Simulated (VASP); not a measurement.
Input of a VASP 6.6.1 run:

INCAR

```
PREC = Accurate
ENCUT = 520
EDIFF = 1E-7
ISMEAR = -1
SIGMA = 0.1
LREAL = F
LASPH = T
NELM = 150
ALGO = Normal
ISIF = 2
LWAVE = F
LCHARG = F
LNONCOLLINEAR = T
MAGMOM = 0 0 0 0 0 0
LORBIT = 11
LSORBIT = T
GGA_COMPAT = F
LORBMOM = T
GGA = PE
NBANDS = 31
```

File KPOINTS:

```
Automatic mesh
0
Gamma
  7 7 7
```

File POSCAR:

```
CdBr
1.0
    0.0000000000      3.0723910300      3.0723910300
    3.0723910300      0.0000000000      3.0723910300
    3.0723910300      3.0723910300      0.0000000000
Cd Br
1 1
Direct
    0.0000000000      0.0000000000      0.0000000000
    0.5000000000      0.5000000000      0.5000000000
```

Potentials or basis: VASP PAW PBE potentials, release 64 (Cd, Br).

Command:

```console
$ cat potpaw_PBE.64/Cd/POTCAR potpaw_PBE.64/Br/POTCAR > POTCAR
$ mpirun -np 1 vasp_ncl > vasp.out
```

Question: Estimate the pressure.

Answer: 1.3 GPa.

Question: What does it give for the net moment?

Answer: 0.00 μB per cell.

Moments on the atoms (μB; x, y, z):
```
Cd  0.00 0.00 0.00
Br  0.00 0.00 0.00
```
